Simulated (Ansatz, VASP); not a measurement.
One calculation of AlN, two programs

INCAR

```
PREC = Accurate
ENCUT = 520
EDIFF = 1E-6
ISMEAR = 0
SIGMA = 0.05
LREAL = False
LASPH = True
NELM = 80
ALGO = Normal
ISIF = 2
LWAVE = False
LCHARG = True
GGA = PS
LELF = True
LVHAR = True
NBANDS = 16
```

Contents of KPOINTS:

```
Automatic mesh
0
Gamma
  9 9 6
```

File POSCAR:

```
AlN
1.0
    3.2816000000      0.0000000000      0.0000000000
   -1.6408000000      2.8419489650      0.0000000000
    0.0000000000      0.0000000000      4.2228000000
Al N
2 2
Direct
    0.3333333333      0.6666666667      0.7500000000
    0.6666666667      0.3333333333      0.2500000000
    0.3333333333      0.6666666667      0.2500000000
    0.6666666667      0.3333333333      0.7500000000
```

Input for Ansatz:

```yaml
crystal:
  lattice:
    - [3.2816, 0.0, 0.0]
    - [-1.6408, 2.841948965, 0.0]
    - [0.0, 0.0, 4.2228]
  atoms:
    - { symbol: Al, position: [0.3333333333, 0.6666666667, 0.75] }
    - { symbol: Al, position: [0.6666666667, 0.3333333333, 0.25] }
    - { symbol: "N", position: [0.3333333333, 0.6666666667, 0.25] }
    - { symbol: "N", position: [0.6666666667, 0.3333333333, 0.75] }
basis:
  ecutwfc: 520.0
kpoints:
  mp_grid: { grid: [9, 9, 6] }
hamiltonian:
  xc: pbesol
  pseudopotentials: { kind: paw, azcp: { folder: soft_1 } }
scf:
  occupations: { method: gaussian, width: 0.05 }
output:
  forces: true
  stress: true
  eigenvalues: true
```

Alike in both runs: task single point; functional PBEsol; k mesh 9 × 9 × 6; occupations gaussian, width 0.05 eV; no spin polarisation.

```csv
,VASP,Ansatz
version,VASP 6.6.1,Ansatz 0.2.0
potentials or method,"VASP PAW PBE potentials, release 64 (Al, N), cutoff 520 eV","scalar-relativistic, plane waves, PAW"
valence electrons in the cell,16,16
```

Ansatz gave:

| Item | Value |
| --- | --- |
| gap on the k mesh at the Fermi level (eV) | 3.21 |
| least direct gap on the mesh (eV) | 3.21 |
| pressure (GPa) | -0.8 |
| traceless stress, the component that is largest in VASP (GPa) | -3.10 |

**Question.** Which values does VASP return?

**Answer.** gap on the k mesh at the Fermi level (eV): 3.22; least direct gap on the mesh (eV): 3.22; pressure (GPa): -0.8; traceless stress, the component that is largest in VASP (GPa): -3.14.

VASP's potentials were made for PBE, not for PBEsol, and Ansatz warns of the same on its side. The functional is the same, so the differences come from potentials, cutoffs and numerics.
